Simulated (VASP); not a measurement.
Input of a VASP 6.6.1 run:

The input INCAR:

```
ALGO     = Normal         # electronic algorithm
EDIFF    = 1E-6           # SCF threshold, eV
ENCUT    = 520            # plane-wave cutoff, eV
GGA      = PE             # functional
ISIF     = 2              # what is computed and relaxed
ISMEAR   = 0              # smearing method
LASPH    = True           # aspherical terms in the spheres
LCHARG   = False          # write CHGCAR
LREAL    = False          # projectors in reciprocal space
LWAVE    = False          # write WAVECAR
NBANDS   = 29             # bands
NELM     = 100            # most SCF steps
PREC     = Accurate       # precision mode
SIGMA    = 0.1            # smearing width, eV
```

Contents of KPOINTS:

```
k-points
0
Gamma
  6 6 2
```

The input POSCAR:

```
HfTi2Si2
1.0
    4.3781930501      0.0000000034      0.0000000000
   -2.1890965280      3.7916264024      0.0000000000
    0.0000000000      0.0000000000      7.2246260754
Hf Ti Si
1 2 2
Direct
    0.6666666667      0.3333333333      0.5000000000
    0.3333333333      0.6666666667      0.5000000000
    0.0000000000      0.0000000000      0.0000000000
    0.6666666667      0.3333333333      0.8473655157
    0.6666666667      0.3333333333      0.1526344843
```

Potentials or basis: VASP PAW PBE potentials, release 64 (Hf_pv, Ti_sv, Si).

Run with:

```bash
$ cat potpaw_PBE.64/Hf_pv/POTCAR potpaw_PBE.64/Ti_sv/POTCAR potpaw_PBE.64/Si/POTCAR > POTCAR
$ mpirun -np 1 vasp_std > vasp.out
```

Predict the largest force.

0.063 eV/Å.

Estimate the band gap on the k mesh.

zero (bands 21 and 22 overlap by 0.47 eV).

Forces in eV/Å, atoms in the order of the input:
```
Hf   0.000  0.000  0.000
Ti   0.000  0.000  0.000
Ti   0.000  0.000  0.000
Si   0.000  0.000  0.063
Si   0.000  0.000 -0.063
```

Caveat: the k points lie up to 0.43 Å⁻¹ apart; spin-orbit coupling is left out, which moves the levels of the heavy elements.
